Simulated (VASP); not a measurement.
Write the native input for VASP 6.6.1 that does the following.

| Quantity | Value |
| --- | --- |
| Task | single point |
| Functional | PBEsol |
| Potentials or basis | VASP PAW PBE potentials, release 64 (Ag, Br) |
| Cutoff | 500 eV |
| k mesh | 8 × 8 × 8 |
| Occupations | gaussian, width 0.01 eV |
| Spin | no spin polarisation |
| Dipole correction | no |
| Further INCAR settings | ALGO = Normal; EDIFF = 1e-06; NBANDS = 16 |

The structure of AgBr lies in POSCAR:

```
AgBr
1.0
    2.7772633056      2.7772633056      0.0000000000
   -2.7772633056      2.7772633056      0.0000000000
    0.0000000000      2.7772633056      2.7772633056
Ag Br
1 1
Direct
    0.0000000000      0.0000000000      0.0000000000
    0.5000000000      0.5000000000      0.0000000000
```

These files were run (other wordings do the same):

INCAR

```
SYSTEM = AgBr
PREC = Accurate
ENCUT = 500
EDIFF = 1E-6
ISMEAR = 0
SIGMA = 0.01
LREAL = .False.
LASPH = .True.
NELM = 120
ALGO = Normal
ISIF = 2
LWAVE = .False.
LCHARG = .False.
GGA = PS
NBANDS = 16
GGA_COMPAT = .False.
```

KPOINTS

```
Automatic mesh
0
Gamma
  8 8 8
  0 0 0
```

Potentials or basis: VASP PAW PBE potentials, release 64 (Ag, Br).

The run is started by

```bash
$ cat potpaw_PBE.64/Ag/POTCAR potpaw_PBE.64/Br/POTCAR > POTCAR
$ mpirun -np 1 vasp_std > vasp.out
```

It gave:

```
Pressure               : 4.0 GPa
Band gap on the k mesh : 0.51 eV (least direct gap 2.83 eV)
```

Caveat: the cell stands under pressure; the PAW data sets were made with another functional, which shifts forces and pressure a little.

It took 8.7 s on 1 thread of Intel(R) Xeon(R) 6975P-C (Granite Rapids), on a shared host, peak memory 0.17 GiB.
